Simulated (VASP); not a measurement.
Runs of VASP 6.6.1 on GaSb. The structure is that of space group I-4m2 (No. 119), or close to it. The cells are those of the table. 

| cell | gap on the mesh (eV) | pressure (GPa) |
| --- | --- | --- |
| a = 4.045 Å, angles 98.3, 98.3, 135.3°, 2 atoms | none | (b) |
| a = 4.206 Å, angles 95.9, 95.9, 142.4°, 2 atoms | none | (a) |
| a = 3.990 Å, angles 100.0, 100.0, 130.8°, 2 atoms | none | 3.1 |
| a = 4.081 Å, angles 97.5, 97.5, 137.6°, 2 atoms | none | 3.1 |
| a = 3.936 Å, angles 101.1, 101.1, 128.1°, 2 atoms | none | 5.7 |
| a = 4.007 Å, angles 99.1, 99.1, 133.2°, 2 atoms | none | 3.5 |
| a = 4.017 Å, angles 99.3, 99.3, 132.6°, 2 atoms | none | 2.5 |
| a = 4.085 Å, angles 97.6, 97.6, 137.3°, 2 atoms | none | 2.6 |

Alike in all rows: task single point; level LDA; potentials or basis VASP PAW LDA potentials, release 64 (Ga_d, Sb); no spin polarisation; k mesh 16 × 16 × 16; cutoff (eV) 520; smearing gaussian 0.15 eV.

Question: Fill in the values left out.

Answer: (a) 5.6; (b) 2.7.

Caveats: spin-orbit coupling is left out, which moves the levels of the heavy elements; the stress differs along the axes, from -1 to 18 GPa (at least some runs); the stress differs along the axes, from -1 to 5 GPa (at least some runs); the cell stands under pressure (at least some runs); the stress differs along the axes, from 0 to 8 GPa (at least some runs); the stress differs along the axes, from 0 to 5 GPa (at least some runs); the stress differs along the axes, from -1 to 4 GPa (at least some runs).

A k mesh can miss the band edges, and the runs leave out spin-orbit coupling on Ga, Sb.

A gap of «none» marks levels without a gap at the run's occupations.
